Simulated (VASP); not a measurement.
Wanted: the native input for a VASP 6.6.1 run.

```
Task                   : single point
Functional             : PBE
Potentials or basis    : VASP PAW PBE potentials, release 64 (Co)
Cutoff                 : 520 eV
k mesh                 : 14 × 14 × 7
Occupations            : fermi-dirac, width 0.1 eV
Spin                   : collinear spin, antiferromagnetic start
Starting moments       : [1.8, -1.8] μB
Dipole correction      : no
Further INCAR settings : ALGO = Normal; EDIFF = 1e-07; NBANDS = 20
```

The structure of Co lies in POSCAR:

```
Co
1.0
    2.5074000000      0.0000000000      0.0000000000
   -1.2537000000      2.1714721000      0.0000000000
    0.0000000000      0.0000000000      4.0699000000
Co
2
Direct
    0.3333333333      0.6666666667      0.2500000000
    0.6666666667      0.3333333333      0.7500000000
```

One way to write it, as run:

INCAR

```
PREC = Accurate
ENCUT = 520
EDIFF = 1E-7
ISMEAR = -1
SIGMA = 0.1
LREAL = F
LASPH = T
NELM = 150
ALGO = Normal
ISIF = 2
LWAVE = F
LCHARG = F
ISPIN = 2
MAGMOM = 1.8 -1.8
LORBIT = 11
LMAXMIX = 4
GGA = PE
NBANDS = 20
```

KPOINTS

```
Automatic mesh
0
Gamma
  14 14 7
```

Potentials or basis: VASP PAW PBE potentials, release 64 (Co).

The run is started by

```sh
$ cat potpaw_PBE.64/Co/POTCAR > POTCAR
$ mpirun -np 1 vasp_std > vasp.out
```

Results of the run:

| Property | Result |
| --- | --- |
| Pressure | -10.3 GPa |
| Band gap on the k mesh | zero (filled and empty bands overlap) |
| Net moment | 0.00 μB per cell |
| Site moments | Co +0.93, -0.93 μB |
| Valence electrons inside the program's atomic spheres | Co 8.23 |

Wall time 100 s on 1 thread of AMD EPYC 7R43 64-Core Processor (Zen 3), with other jobs on the host, peak memory 0.14 GiB.
